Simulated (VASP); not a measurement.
# SiO2 (rutile type) (P4_2/mnm) in VASP: notebook

SiO2 (rutile type) is run at these levels: LDA; tasks: single point.

Program: VASP 6.6.1. These are calculated values, not measurements. Logs are shortened: lines on timing, memory, paths and dates and some standing lists are left out, and cuts for length are marked.

## (1) The cell of the first run

Symmetry: P4_2/mnm, No. 136, tetragonal system. The conventional cell has a = 4.057 Å, b = 4.057 Å, c = 2.623 Å, α = 90.00°, β = 90.00°, γ = 90.00°. Within 2.3 Å of Si (site symmetry mmm) lie 6 O at 1.73 to 1.74 Å. O (site symmetry m2m) has 3 Si at 1.73 to 1.74 Å and 1 O at 2.25 Å within 2.3 Å.

## (2) Single point, LDA

Contents of INCAR:

```
SYSTEM = SiO2
ALGO = Normal
EDIFF = 1E-6
ENCUT = 600
GGA = CA
GGA_COMPAT = .FALSE.
ISIF = 2
ISMEAR = -1
LASPH = .TRUE.
LCHARG = .FALSE.
LREAL = .FALSE.
LWAVE = .FALSE.
NBANDS = 25
NELM = 120
PREC = Accurate
SIGMA = 0.08
```

Contents of KPOINTS:

```
k-points
0
G
  8 8 11
  0 0 0
```

Contents of POSCAR:

```
SiO2
1.0
    4.0573685339      0.0000000000      0.0000000000
    0.0000000000      4.0573685339      0.0000000000
    0.0000000000      0.0000000000      2.6234214857
Si O
2 4
Direct
    0.0000000000      0.0000000000      0.0000000000
    0.5000000000      0.5000000000      0.5000000000
    0.3035887294      0.3035887294      0.0000000000
    0.6964112706      0.6964112706      0.0000000000
    0.8035887294      0.1964112706      0.5000000000
    0.1964112706      0.8035887294      0.5000000000
```

Potentials or basis: VASP PAW LDA potentials, release 64 (Si, O).

Started as:

```sh
$ cat potpaw_LDA.64/Si/POTCAR potpaw_LDA.64/O/POTCAR > POTCAR
$ mpirun -np 1 vasp_std > vasp.out
```

OUTCAR:

```text
SYSTEM = SiO2
   EDIFF = 1E-6
   ENCUT = 600
   GGA = CA
   ISIF = 2
   ISMEAR = -1
   LASPH = .TRUE.
   LREAL = .FALSE.
   NELM = 120
   PREC = Accurate

 ion  position               nearest neighbor table
   1  0.000  0.000  0.000-   5 1.73   6 1.73   5 1.73   6 1.73   3 1.74   4 1.74
   2  0.500  0.500  0.500-   3 1.73   4 1.73   3 1.73   4 1.73   5 1.74   6 1.74
   3  0.304  0.304  0.000-   2 1.73   2 1.73   1 1.74
   4  0.696  0.696  0.000-   2 1.73   2 1.73   1 1.74
   5  0.804  0.196  0.500-   1 1.73   1 1.73   2 1.74
   6  0.196  0.804  0.500-   1 1.73   1 1.73   2 1.74

  LATTYP: Found a simple tetragonal cell.
 ALAT       =     4.0573685339
 C/A-ratio  =     0.6465820060

  Lattice vectors:

 A1 = (   4.0573685339,   0.0000000000,   0.0000000000)
 A2 = (   0.0000000000,   4.0573685339,   0.0000000000)
 A3 = (   0.0000000000,   0.0000000000,   2.6234214857)

Analysis of symmetry for initial positions (statically):
=====================================================================
 Subroutine PRICEL returns:
 Original cell was already a primitive cell.

 Routine SETGRP: Setting up the symmetry group for a
 simple tetragonal supercell.

 Subroutine GETGRP returns: Found 16 space group operations
 (whereof  8 operations were pure point group operations)
 out of a pool of 16 trial point group operations.

The static configuration has the point symmetry D_2h.
 The point group associated with its full space group is D_4h.

Analysis of symmetry for dynamics (positions and initial velocities):
=====================================================================
 Subroutine PRICEL returns:
 Original cell was already a primitive cell.

 Routine SETGRP: Setting up the symmetry group for a
 simple tetragonal supercell.

 Subroutine GETGRP returns: Found 16 space group operations
 (whereof  8 operations were pure point group operations)
 out of a pool of 16 trial point group operations.

The dynamic configuration has the point symmetry D_2h.
 The point group associated with its full space group is D_4h.

 Subroutine INISYM returns: Found 16 space group operations
 (whereof  8 operations are pure point group operations),
 and found     1 'primitive' translations

----------------------------------------------------------------------------------------

                                     Primitive cell

  volume of cell :      43.1874

  direct lattice vectors                    reciprocal lattice vectors
     4.057368534  0.000000000  0.000000000     0.246465164  0.000000000  0.000000000
     0.000000000  4.057368534  0.000000000     0.000000000  0.246465164  0.000000000
     0.000000000  0.000000000  2.623421486     0.000000000  0.000000000  0.381181600

  length of vectors
     4.057368534  4.057368534  2.623421486     0.246465164  0.246465164  0.381181600

  position of ions in fractional coordinates (direct lattice)
     0.000000000  0.000000000  0.000000000
     0.500000000  0.500000000  0.500000000
     0.303588729  0.303588729  0.000000000
     0.696411271  0.696411271  0.000000000
     0.803588729  0.196411271  0.500000000
     0.196411271  0.803588729  0.500000000

  ion indices of the primitive-cell ions
   primitive index   ion index
                 1           1
                 2           2
                 3           3
                 4           4
                 5           5
                 6           6

----------------------------------------------------------------------------------------

 KPOINTS: k-points

Automatic generation of k-mesh.
 Grid dimensions read from file:
 generate k-points for:    8    8   11

 Generating k-lattice:

  Cartesian coordinates                     Fractional coordinates (reciprocal lattice)
     0.030808145  0.000000000  0.000000000     0.125000000  0.000000000  0.000000000
     0.000000000  0.030808145  0.000000000     0.000000000  0.125000000  0.000000000
     0.000000000  0.000000000  0.034652873     0.000000000  0.000000000  0.090909091

  Length of vectors
     0.030808145  0.030808145  0.034652873

  Shift w.r.t. Gamma in fractional coordinates (k-lattice)
     0.000000000  0.000000000  0.000000000

 Subroutine IBZKPT returns following result:
 ===========================================

 Found     90 irreducible k-points:

 Following reciprocal coordinates:
            Coordinates               Weight
  0.000000  0.000000  0.000000      1.000000
  0.125000  0.000000  0.000000      4.000000
  0.250000  0.000000  0.000000      4.000000
  0.375000  0.000000  0.000000      4.000000
  0.500000  0.000000  0.000000      2.000000
  0.125000  0.125000  0.000000      4.000000
[... 16 lines left out ...]
  0.375000  0.125000  0.090909     16.000000
  0.500000  0.125000  0.090909      8.000000
 [... further k-points ...]
   k-points           NKPTS =     90   k-points in BZ     NKDIM =     90   number of bands    NBANDS=     25
   number of dos      NEDOS =    301   number of ions     NIONS =      6
   total plane-waves  NPLWV =  24576
   dimension x,y,z NGX =    32 NGY =   32 NGZ =   24
   dimension x,y,z NGXF=    64 NGYF=   64 NGZF=   48
   ions per type =               2   4
   NGX,Y,Z   is equivalent  to a cutoff of  13.11, 13.11, 15.21 a.u.
   NGXF,Y,Z  is equivalent  to a cutoff of  26.22, 26.22, 30.42 a.u.
 SYSTEM =  SiO2
   PREC   = accura    normal or accurate (medium, high low for compatibility)
   ISTART =      0    job   : 0-new  1-cont  2-samecut
   ICHARG =      2    charge: 1-file 2-atom 10-const
   ISPIN  =      1    spin polarized calculation?
   LNONCOLLINEAR =      F non collinear calculations
   LSORBIT =      F    spin-orbit coupling
   LASPH  =      T    aspherical Exc in radial PAW
   ENCUT  =  600.0 eV  44.10 Ry    6.64 a.u.   8.10  8.10  5.24*2*pi/ulx,y,z
   NELM   =    120;   NELMIN=  2; NELMDL= -5     # of ELM steps
   EDIFF  = 0.1E-05   stopping-criterion for ELM
   LREAL  =      F    real-space projection
   EDIFFG = 0.1E-04   stopping-criterion for IOM
   NSW    =      0    number of steps for IOM
   IBRION =     -1    ionic relax: 0-MD 1-quasi-New 2-CG
   NFREE  =      0    steps in history (QN), initial steepest desc. (CG)
   ISIF   =      2    stress and relaxation
   ISYM   =      2    0-nonsym 1-usesym 2-fastsym
   POTIM  = 0.5000    time-step for ionic-motion
   TEBEG  =    0.0;   TEEND  =   0.0 temperature during run
   PSTRESS=    0.0 pullay stress
   NELECT =      32.0000    total number of electrons
   NUPDOWN=      -1.0000    fix difference up-down
   EMIN   =  10.00;   EMAX   =-10.00  energy-range for DOS
   EFERMI =   0.00;   METHOD = LEGACY
   ISMEAR =    -1;   SIGMA  =   0.08  broadening in eV -4-tet -1-fermi 0-gaus
   EFERMI_NEDOS =   21; number of points for ismear=-14 and -15
   IALGO  =     38    algorithm
   IMIX   =      4    mixing-type and parameters
     AMIX     =   0.40;   BMIX     =  1.00
     AMIX_MAG =   1.60;   BMIX_MAG =  1.00
  volume/ion in A,a.u.               =       7.20        48.57
  Fermi-wavevector in a.u.,A,eV,Ry     =   1.481401  2.799441 29.858632  2.194548
  Thomas-Fermi vector in A             =   2.595315
   LORBIT       =      0    0 simple, 1 ext, 2 COOP (PROOUT), +10 PAW based schemes
   GGA     = CA    functional components
   LHFCALC =     F    Hartree Fock is set to
   AEXX    =    0.0000 exact exchange contribution
   IVDW    =     0    specifies the selected vdW correction
   LEPSILON=     F    determine dielectric tensor
   LRPA    =     F    only Hartree local field effects (RPA)
 non-spin polarized calculation
  energy-cutoff  :      600.00
  volume of cell :       43.19
 maximum number of plane-waves:      1468
   NGX = 17   NGY = 17   NGZ = 11

 number of electron      31.9999989 magnetization

 Free energy of the ion-electron system (eV)
  ---------------------------------------------------
  ext. energy  EPLUGINS =         0.00000000
  ---------------------------------------------------
  free energy    TOTEN  =       -51.78334078 eV

  energy without entropy =      -51.78334078  energy(sigma->0) =      -51.78334078

 E-fermi :  10.7929     XC(G=0): -13.1291

 val. band max:        9.2300353111   @ k =   0.0000   0.0000   0.0000
 cond. band min:      15.7626013916   @ k =   0.0000   0.0000   0.0000
 fundamental gap:      6.5325660805
 Fermi energy:        10.7928853243

 k-point     1 :       0.0000    0.0000    0.0000
  band No.  band energies     occupation
      1     -14.0091      2.00000
      2      -9.8753      2.00000
      3      -9.8753      2.00000
      4      -9.4361      2.00000
      5      -2.3162      2.00000
      6       2.1025      2.00000
[... 17 lines left out ...]
     24      24.6166      0.00000
     25      25.5856      0.00000

 k-point     2 :       0.1250    0.0000    0.0000
  band No.  band energies     occupation
      1     -13.9169      2.00000
      2     -10.3628      2.00000
      3      -9.8242      2.00000
      4      -9.1596      2.00000
      5      -2.2066      2.00000
      6       1.7788      2.00000
[... 17 lines left out ...]
     24      24.0705      0.00000
     25      25.6953      0.00000

 k-point     3 :       0.2500    0.0000    0.0000
  band No.  band energies     occupation
      1     -13.6434      2.00000
      2     -11.1181      2.00000
      3      -9.6788      2.00000
      4      -8.9881      2.00000
      5      -1.8920      2.00000
      6       0.9119      2.00000
[... 552 lines left out ...]
 k-point    23 :       0.3750    0.1250    0.0909
  band No.  band energies     occupation
      1     -13.0075      2.00000
      2     -11.7549      2.00000
      3      -9.6063      2.00000
      4      -9.0989      2.00000
      5      -1.1188      2.00000
      6       0.2653      2.00000
[... 17 lines left out ...]
     24      23.1350      0.00000
     25      24.1911      0.00000

 k-point    24 :       0.5000    0.1250    0.0909
  band No.  band energies     occupation
      1     -12.4328      2.00000
      2     -12.4328      2.00000
      3      -9.3398      2.00000
      4      -9.3398      2.00000
      5      -0.4686      2.00000
      6      -0.4686      2.00000
[... 17 lines left out ...]
     24      22.4631      0.00000
     25      24.2955      0.00000

 [... further k-points ...]

------------------------ aborting loop because EDIFF is reached ----------------------------------------

  FORCE on cell =-STRESS in cart. coord.  units (eV):
  Direction    XX          YY          ZZ          XY          YZ          ZX
  --------------------------------------------------------------------------------------
  -------------------------------------------------------------------------------------
  Total        6.1266134      6.1266134      6.3587927     -0.0000000      0.0000000      0.0000000
  in kB      227.2867272    227.2867272    235.9001752     -0.0000000      0.0000000      0.0000000
  external PRESSURE =     230.1578765 kB  Pullay stress =       0.0000000 kB

 VOLUME and BASIS-vectors are now :
 -----------------------------------------------------------------------------
  energy-cutoff  :      600.00
  volume of cell :       43.19
      direct lattice vectors                 reciprocal lattice vectors
     4.057368534  0.000000000  0.000000000     0.246465164  0.000000000  0.000000000
     0.000000000  4.057368534  0.000000000     0.000000000  0.246465164  0.000000000
     0.000000000  0.000000000  2.623421486     0.000000000  0.000000000  0.381181600

 POSITION                                       TOTAL-FORCE (eV/Angst)
 -----------------------------------------------------------------------------------
      0.00000      0.00000      0.00000         0.000000      0.000000      0.000000
      2.02868      2.02868      1.31171         0.000000      0.000000      0.000000
      1.23177      1.23177      0.00000        -0.021224     -0.021224     -0.000000
      2.82560      2.82560      0.00000         0.021224      0.021224      0.000000
      3.26046      0.79691      1.31171        -0.021224      0.021224      0.000000
      0.79691      3.26046      1.31171         0.021224     -0.021224     -0.000000
 -----------------------------------------------------------------------------------
    total drift:                                0.000000     -0.000000      0.000000

  FREE ENERGIE OF THE ION-ELECTRON SYSTEM (eV)
  ---------------------------------------------------
  free  energy   TOTEN  =       -51.7833407780 eV

  energy  without entropy=      -51.7833407779  energy(sigma->0) =      -51.78334078
```

Run time: 26 s. Hardware: 1 thread of Intel Xeon 6975P-C (Granite Rapids), shared host; peak memory 0.2 GiB.

What came out:

- Free energy: -51.7833 eV
- Pressure: 23.0 GPa
- Largest force: 0.030 eV/Å
- Band gap on the k mesh: 6.53 eV, direct

Forces on the atoms (eV/Å):
```
Si   0.000  0.000  0.000
Si   0.000  0.000  0.000
O   -0.021 -0.021  0.000
O    0.021  0.021  0.000
O   -0.021  0.021  0.000
O    0.021 -0.021  0.000
```

Stress tensor (GPa, compression positive):
```
22.73  0.00  0.00
 0.00 22.73  0.00
 0.00  0.00 23.59
```

A k mesh can miss the band edges.

## (3) Single point, LDA

Contents of INCAR:

```
SYSTEM = SiO2
  PREC = Accurate
  ENCUT = 600
  EDIFF = 1E-6
  ISMEAR = -1
  SIGMA = 0.08
  LREAL = .False.
  LASPH = .True.
  NELM = 120
  ALGO = Normal
  ISIF = 2
  LWAVE = .False.
  LCHARG = .False.
  NBANDS = 25
  GGA_COMPAT = .False.
```

Contents of KPOINTS:

```
Automatic mesh
0
Gamma
  8 8 11
  0 0 0
```

POSCAR is that of step 2.

Potentials or basis: VASP PAW LDA potentials, release 64 (Si, O).

Started as:

```sh
$ cat potpaw_LDA.64/Si/POTCAR potpaw_LDA.64/O/POTCAR > POTCAR
$ mpirun -np 1 vasp_std > vasp.out
```

Run time: 26 s. Hardware: 1 thread of Intel Xeon 6975P-C (Granite Rapids), shared host; peak memory 0.2 GiB.

It converged, with:

```
Free energy            : -51.7833 eV
Pressure               : 23.0 GPa
Largest force          : 0.030 eV/Å
Band gap on the k mesh : 6.53 eV, direct
```

Forces on the atoms (eV/Å):
```
Si   0.000  0.000  0.000
Si   0.000  0.000  0.000
O   -0.021 -0.021  0.000
O    0.021  0.021  0.000
O   -0.021  0.021  0.000
O    0.021 -0.021  0.000
```

Stress tensor (GPa, compression positive):
```
22.73  0.00  0.00
 0.00 22.73  0.00
 0.00  0.00 23.59
```

Levels at points of the mesh, in eV from the valence-band top:
| k point | band 13 | band 14 | band 15 | band 16 | band 17 | band 18 | band 19 | band 20 |
| --- | --- | --- | --- | --- | --- | --- | --- | --- |
| (0.00, 0.00, 0.00) | -2.57 | -0.96 | -0.96 | 0.00 | 6.53 | 6.88 | 8.70 | 8.70 |
| (0.50, 0.00, 0.00) | -2.90 | -2.90 | -1.14 | -1.14 | 8.39 | 8.39 | 9.34 | 9.34 |
| (0.50, 0.50, 0.00) | -3.04 | -3.04 | -2.56 | -2.56 | 8.08 | 8.08 | 10.45 | 10.45 |
